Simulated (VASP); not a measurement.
# Ag (P6_3/mmc) in VASP: notebook, part 3 of 3

VASP 6.6.1.

## Step 5: Single point, PBEsol (strain +0.030 along x and y, +0.030 along z)

File INCAR:

```
PREC = Accurate
ENCUT = 520
EDIFF = 1E-7
ISMEAR = 0
SIGMA = 0.15
LREAL = F
LASPH = T
NELM = 60
ALGO = Fast
ISIF = 2
LWAVE = F
LCHARG = T
GGA = PS
LELF = T
LVHAR = T
NBANDS = 30
```

File KPOINTS:

```
Automatic mesh
0
Gamma
  18 18 6
```

File POSCAR:

```
Ag
1.0
    2.9570817686      0.0000000000      0.0000000000
   -1.4785408843      2.5609079327      0.0000000000
    0.0000000000      0.0000000000      9.6182006507
Ag
4
Direct
    0.3333333333      0.6666666667      0.2500000000
    0.6666666667      0.3333333333      0.7500000000
    0.0000000000      0.0000000000      0.0000000000
    0.0000000000      0.0000000000      0.5000000000
```

Potentials or basis: VASP PAW PBE potentials, release 64 (Ag).

Launch:

```
cat potpaw_PBE.64/Ag/POTCAR > POTCAR
mpirun -np 1 vasp_std > vasp.out
```

OUTCAR:

```text
PREC = Accurate
   ENCUT = 520
   EDIFF = 1E-7
   ISMEAR = 0
   LREAL = F
   LASPH = T
   NELM = 60
   ISIF = 2
   GGA = PS

 ion  position               nearest neighbor table
   1  0.333  0.667  0.250-   3 2.95   4 2.95   3 2.95   4 2.95   3 2.95   4 2.95
   2  0.667  0.333  0.750-   3 2.95   4 2.95   3 2.95   4 2.95   3 2.95   4 2.95
   3  0.000  0.000  0.000-   1 2.95   2 2.95   2 2.95   1 2.95   2 2.95   1 2.95
   4  0.000  0.000  0.500-   1 2.95   2 2.95   2 2.95   1 2.95   2 2.95   1 2.95

  LATTYP: Found a hexagonal cell.
 ALAT       =     2.9570817686
 C/A-ratio  =     3.2525988131

  Lattice vectors:

 A1 = (   2.9570817686,   0.0000000000,   0.0000000000)
 A2 = (  -1.4785408843,   2.5609079327,   0.0000000000)
 A3 = (   0.0000000000,   0.0000000000,   9.6182006507)

Analysis of symmetry for initial positions (statically):
=====================================================================
 Subroutine PRICEL returns:
 Original cell was already a primitive cell.

 Routine SETGRP: Setting up the symmetry group for a
 hexagonal supercell.

 Subroutine GETGRP returns: Found 24 space group operations
 (whereof 12 operations were pure point group operations)
 out of a pool of 24 trial point group operations.

The static configuration has the point symmetry D_3d.
 The point group associated with its full space group is D_6h.

Analysis of symmetry for dynamics (positions and initial velocities):
=====================================================================
 Subroutine PRICEL returns:
 Original cell was already a primitive cell.

 Routine SETGRP: Setting up the symmetry group for a
 hexagonal supercell.

 Subroutine GETGRP returns: Found 24 space group operations
 (whereof 12 operations were pure point group operations)
 out of a pool of 24 trial point group operations.

The dynamic configuration has the point symmetry D_3d.
 The point group associated with its full space group is D_6h.

 Subroutine INISYM returns: Found 24 space group operations
 (whereof 12 operations are pure point group operations),
 and found     1 'primitive' translations

----------------------------------------------------------------------------------------

                                     Primitive cell

  volume of cell :      72.8368

  direct lattice vectors                    reciprocal lattice vectors
     2.957081769  0.000000000  0.000000000     0.338171237  0.195243255  0.000000000
    -1.478540884  2.560907933  0.000000000     0.000000000  0.390486510  0.000000000
     0.000000000  0.000000000  9.618200651     0.000000000  0.000000000  0.103969551

  length of vectors
     2.957081769  2.957081769  9.618200651     0.390486510  0.390486510  0.103969551

  position of ions in fractional coordinates (direct lattice)
     0.333333333  0.666666667  0.250000000
     0.666666667  0.333333333  0.750000000
     0.000000000  0.000000000  0.000000000
     0.000000000  0.000000000  0.500000000

  ion indices of the primitive-cell ions
   primitive index   ion index
                 1           1
                 2           2
                 3           3
                 4           4

[... 26 lines left out ...]
 Following reciprocal coordinates:
            Coordinates               Weight
  0.000000  0.000000  0.000000      1.000000
  0.055556 -0.000000  0.000000      6.000000
  0.111111 -0.000000  0.000000      6.000000
  0.166667 -0.000000  0.000000      6.000000
  0.222222 -0.000000  0.000000      6.000000
  0.277778  0.000000  0.000000      6.000000
[... 16 lines left out ...]
  0.333333  0.111111  0.000000     12.000000
  0.388889  0.111111  0.000000     12.000000
 [... further k-points ...]
   k-points           NKPTS =    148   k-points in BZ     NKDIM =    148   number of bands    NBANDS=     30
   number of dos      NEDOS =    301   number of ions     NIONS =      4
   total plane-waves  NPLWV =  41472
   dimension x,y,z NGX =    24 NGY =   24 NGZ =   72
   dimension x,y,z NGXF=    48 NGYF=   48 NGZF=  144
   ions per type =               4
   NGX,Y,Z   is equivalent  to a cutoff of  13.49, 13.49, 12.44 a.u.
   NGXF,Y,Z  is equivalent  to a cutoff of  26.99, 26.99, 24.89 a.u.
 SYSTEM =  unknown system
   PREC   = accura    normal or accurate (medium, high low for compatibility)
   ISTART =      0    job   : 0-new  1-cont  2-samecut
   ICHARG =      2    charge: 1-file 2-atom 10-const
   ISPIN  =      1    spin polarized calculation?
   LNONCOLLINEAR =      F non collinear calculations
   LSORBIT =      F    spin-orbit coupling
   LASPH  =      T    aspherical Exc in radial PAW
   ENCUT  =  520.0 eV  38.22 Ry    6.18 a.u.   5.50  5.50 17.88*2*pi/ulx,y,z
   NELM   =     60;   NELMIN=  2; NELMDL= -5     # of ELM steps
   EDIFF  = 0.1E-06   stopping-criterion for ELM
   LREAL  =      F    real-space projection
   EDIFFG = 0.1E-05   stopping-criterion for IOM
   NSW    =      0    number of steps for IOM
   IBRION =     -1    ionic relax: 0-MD 1-quasi-New 2-CG
   NFREE  =      0    steps in history (QN), initial steepest desc. (CG)
   ISIF   =      2    stress and relaxation
   ISYM   =      2    0-nonsym 1-usesym 2-fastsym
   POTIM  = 0.5000    time-step for ionic-motion
   TEBEG  =    0.0;   TEEND  =   0.0 temperature during run
   PSTRESS=    0.0 pullay stress
   NELECT =      44.0000    total number of electrons
   NUPDOWN=      -1.0000    fix difference up-down
   EMIN   =  10.00;   EMAX   =-10.00  energy-range for DOS
   EFERMI =   0.00;   METHOD = LEGACY
   ISMEAR =     0;   SIGMA  =   0.15  broadening in eV -4-tet -1-fermi 0-gaus
   EFERMI_NEDOS =   21; number of points for ismear=-14 and -15
   IALGO  =     68    algorithm
   IMIX   =      4    mixing-type and parameters
     AMIX     =   0.40;   BMIX     =  1.00
     AMIX_MAG =   1.60;   BMIX_MAG =  1.00
  volume/ion in A,a.u.               =      18.21       122.88
  Fermi-wavevector in a.u.,A,eV,Ry     =   1.383913  2.615216 26.058071  1.915214
  Thomas-Fermi vector in A             =   2.508466
   LORBIT       =      0    0 simple, 1 ext, 2 COOP (PROOUT), +10 PAW based schemes
   GGA     = PS    functional components
   LHFCALC =     F    Hartree Fock is set to
   AEXX    =    0.0000 exact exchange contribution
   IVDW    =     0    specifies the selected vdW correction
   LEPSILON=     F    determine dielectric tensor
   LRPA    =     F    only Hartree local field effects (RPA)
 non-spin polarized calculation
 RMM-DIIS sequential band-by-band and
 Gauss-broadening in eV      SIGMA  =   0.15
  energy-cutoff  :      520.00
  volume of cell :       72.84
 maximum number of plane-waves:      2010
 NGX is ok and might be reduce to    24
   NGX = 11   NGY = 11   NGZ = 35

 number of electron      43.9999996 magnetization

 Free energy of the ion-electron system (eV)
  ---------------------------------------------------
  ext. energy  EPLUGINS =         0.00000000
  ---------------------------------------------------
  free energy    TOTEN  =       -13.05788011 eV

  energy without entropy =      -13.04377947  energy(sigma->0) =      -13.05082979

 E-fermi :   7.3167     XC(G=0): -12.0232

 val. band max:        7.2852262078   @ k =   0.2778   0.0556   0.3333
 cond. band min:       7.3190070376   @ k =   0.2778   0.2222   0.3333
 fundamental gap:      0.0337808298
 Fermi energy:         7.3167032279

 k-point     1 :       0.0000    0.0000    0.0000
  band No.  band energies     occupation
      1      -0.0050      2.00000
      2       1.3382      2.00000
      3       1.3422      2.00000
      4       1.3629      2.00000
      5       2.7985      2.00000
      6       2.7985      2.00000
[... 781 lines left out ...]
     29      15.9486      0.00000
     30      16.8563      0.00000

 [... further k-points ...]

------------------------ aborting loop because EDIFF is reached ----------------------------------------

  FORCE on cell =-STRESS in cart. coord.  units (eV):
  Direction    XX          YY          ZZ          XY          YZ          ZX
  --------------------------------------------------------------------------------------
  -------------------------------------------------------------------------------------
  Total       -3.7752172     -3.7752172     -3.6314542      0.0000000      0.0000000      0.0000000
  in kB      -83.0426872    -83.0426872    -79.8803610      0.0000000      0.0000000      0.0000000
  external PRESSURE =     -81.9885785 kB  Pullay stress =       0.0000000 kB

 VOLUME and BASIS-vectors are now :
 -----------------------------------------------------------------------------
  energy-cutoff  :      520.00
  volume of cell :       72.84
      direct lattice vectors                 reciprocal lattice vectors
     2.957081769  0.000000000  0.000000000     0.338171237  0.195243255  0.000000000
    -1.478540884  2.560907933  0.000000000     0.000000000  0.390486510  0.000000000
     0.000000000  0.000000000  9.618200651     0.000000000  0.000000000  0.103969551

 POSITION                                       TOTAL-FORCE (eV/Angst)
 -----------------------------------------------------------------------------------
     -0.00000      1.70727      2.40455        -0.000000      0.000000      0.000000
      1.47854      0.85364      7.21365         0.000000      0.000000      0.000000
      0.00000      0.00000      0.00000        -0.000000      0.000000      0.000000
      0.00000      0.00000      4.80910        -0.000000      0.000000      0.000000
 -----------------------------------------------------------------------------------
    total drift:                               -0.000000      0.000000      0.000000

  FREE ENERGIE OF THE ION-ELECTRON SYSTEM (eV)
  ---------------------------------------------------
  free  energy   TOTEN  =       -13.0578801078 eV

  energy  without entropy=      -13.0437794687  energy(sigma->0) =      -13.05082979
```

OSZICAR:

```text
N       E                     dE             d eps       ncg     rms          rms(c)
DAV:   1     0.289637617280E+03    0.28964E+03   -0.22488E+04  8896   0.144E+03
DAV:   2    -0.790355468553E+01   -0.29754E+03   -0.28180E+03  9180   0.329E+02
DAV:   3    -0.143256499293E+02   -0.64221E+01   -0.63825E+01 10236   0.545E+01
DAV:   4    -0.143555302048E+02   -0.29880E-01   -0.29875E-01  9456   0.362E+00
DAV:   5    -0.143558251438E+02   -0.29494E-03   -0.29494E-03 10218   0.390E-01    0.946E+00
RMM:   6    -0.130921159047E+02    0.12637E+01   -0.39865E+00  8884   0.132E+01    0.572E+00
RMM:   7    -0.130707632986E+02    0.21353E-01   -0.10294E-01  9124   0.190E+00    0.350E+00
RMM:   8    -0.130580513335E+02    0.12712E-01   -0.59157E-03  9431   0.578E-01    0.386E-01
RMM:   9    -0.130578666582E+02    0.18468E-03   -0.14340E-03  9599   0.237E-01    0.597E-02
RMM:  10    -0.130578807083E+02   -0.14050E-04   -0.14550E-04  9794   0.652E-02    0.562E-02
RMM:  11    -0.130578802419E+02    0.46637E-06   -0.19502E-05  9698   0.253E-02    0.394E-02
RMM:  12    -0.130578799379E+02    0.30404E-06   -0.14023E-05  9678   0.248E-02    0.506E-03
RMM:  13    -0.130578802727E+02   -0.33486E-06   -0.17701E-06  9450   0.762E-03    0.317E-03
RMM:  14    -0.130578800620E+02    0.21078E-06   -0.36298E-07  7392   0.385E-03    0.514E-04
RMM:  15    -0.130578801769E+02   -0.11492E-06   -0.68914E-08  5664   0.148E-03    0.124E-03
RMM:  16    -0.130578801078E+02    0.69095E-07   -0.22073E-08  5053   0.866E-04
   1 F= -.13057880E+02 E0= -.13050830E+02  d E =-.141006E-01
```

Wall time 2.4 min (1 thread of AMD EPYC 9R45 (Zen 5), shared host); peak memory 0.33 GiB.

What came out:

- Free energy: -13.0579 eV
- Pressure: -8.2 GPa
- Band gap on the k mesh: zero (bands 22 and 23 overlap by 6.23 eV)

Stress tensor (GPa, compression positive):
```
-8.30  0.00  0.00
 0.00 -8.30  0.00
 0.00  0.00 -7.99
```

Caveat: the cell differs from its parent crystal (strain +0.030 along x and y, +0.030 along z); the cell stands under tension; the PAW data sets were made with another functional, which shifts forces and pressure a little.

## Step 6: Summary

| cell | further INCAR settings | gap on the mesh (eV) | pressure (GPa) |
| --- | --- | --- | --- |
| a = 2.957, b = 2.957, c = 9.338 Å, angles 90.0, 90.0, 120.0°, 4 atoms | ALGO = Fast; EDIFF = 1e-06; NBANDS = 30 | none | -5.8 |
| a = 2.914, b = 2.914, c = 9.618 Å, angles 90.0, 90.0, 120.0°, 4 atoms | ALGO = Fast; EDIFF = 1e-06; NBANDS = 30 | none | -6.0 |
| a = 2.957, b = 2.957, c = 9.478 Å, angles 90.0, 90.0, 120.0°, 4 atoms | ALGO = Fast; EDIFF = 1e-06; NBANDS = 30 | none | -7.1 |
| a = 2.957, b = 2.957, c = 9.618 Å, angles 90.0, 90.0, 120.0°, 4 atoms | ALGO = Fast; EDIFF = 1e-07; NBANDS = 30 | none | -8.2 |

Alike in all rows: task single point; level PBEsol; potentials or basis VASP PAW PBE potentials, release 64 (Ag); no spin polarisation; k mesh 18 × 18 × 6; cutoff (eV) 520; smearing gaussian 0.15 eV.

Caveats: the cell stands under tension; the PAW data sets were made with another functional, which shifts forces and pressure a little.

Total energies depend on the potentials used, so only differences within one code and one set of settings carry meaning.
